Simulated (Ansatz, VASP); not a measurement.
CaSi3N2: VASP beside Ansatz

File INCAR:

```
SYSTEM = CaSi3N2
PREC = Accurate
ENCUT = 600
EDIFF = 1E-6
ISMEAR = 0
SIGMA = 0.1
LREAL = .FALSE.
LASPH = .TRUE.
NELM = 120
ALGO = Normal
ISIF = 2
LWAVE = .FALSE.
LCHARG = .FALSE.
GGA = PE
NBANDS = 25
GGA_COMPAT = .FALSE.
```

Contents of KPOINTS:

```
regular mesh
0
G
  6 6 6
  0 0 0
```

The input POSCAR:

```
CaSi3N2
1.0
    5.4217993700      0.0000000000      0.0000000000
   -2.7108996900      4.6954159900      0.0000000000
    0.0000000000      0.0000000000      3.2662613000
Ca Si N
1 3 2
Direct
    0.0000000000      0.0000000000      0.0000000000
    0.5000000000      0.0000000000      0.5000000000
    0.5000000000      0.5000000000      0.5000000000
    0.0000000000      0.5000000000      0.5000000000
    0.3333333300      0.6666666700      0.0000000000
    0.6666666700      0.3333333300      0.0000000000
```

Input for Ansatz:

```yaml
crystal:
  lattice:
    - [5.42179937, 0.0, 0.0]
    - [-2.71089969, 4.69541599, 0.0]
    - [0.0, 0.0, 3.2662613]
  atoms:
    - { symbol: Ca, position: [0.0, 0.0, 0.0] }
    - { symbol: Si, position: [0.5, 0.0, 0.5] }
    - { symbol: Si, position: [0.5, 0.5, 0.5] }
    - { symbol: Si, position: [0.0, 0.5, 0.5] }
    - { symbol: "N", position: [0.33333333, 0.66666667, 0.0] }
    - { symbol: "N", position: [0.66666667, 0.33333333, 0.0] }
basis:
  ecutwfc: 420
kpoints:
  mp_grid: { grid: [6, 6, 6] }
hamiltonian:
  xc: pbe
scf:
  occupations: { method: gaussian, width: 0.1 }
  lower_state_search: "off"
output:
  forces: true
  stress: true
  eigenvalues: true
```

Change from the starting cell: species swapped into the HoCo3B2 type (P6/mmm, No. 191).

Alike in both runs: task single point; functional PBE; k mesh 6 × 6 × 6; occupations gaussian, width 0.1 eV; no spin polarisation.

|  | VASP | Ansatz |
| --- | --- | --- |
| version | VASP 6.6.1 | Ansatz 0.2.0 |
| potentials or method | VASP PAW PBE potentials, release 64 (Ca_sv, Si, N), cutoff 600 eV | scalar-relativistic, plane waves, PAW |
| valence electrons in the cell | 32 | 32 |

```csv
,VASP,Ansatz,Ansatz less VASP
gap on the k mesh at the Fermi level (eV),none,none,-
pressure (GPa),-7.1,-7.2,-0.04
"traceless stress, the component that is largest in VASP (GPa)",1.67,1.61,-0.053
```

A gap of «none» marks a metal or a gap that the smearing closes.
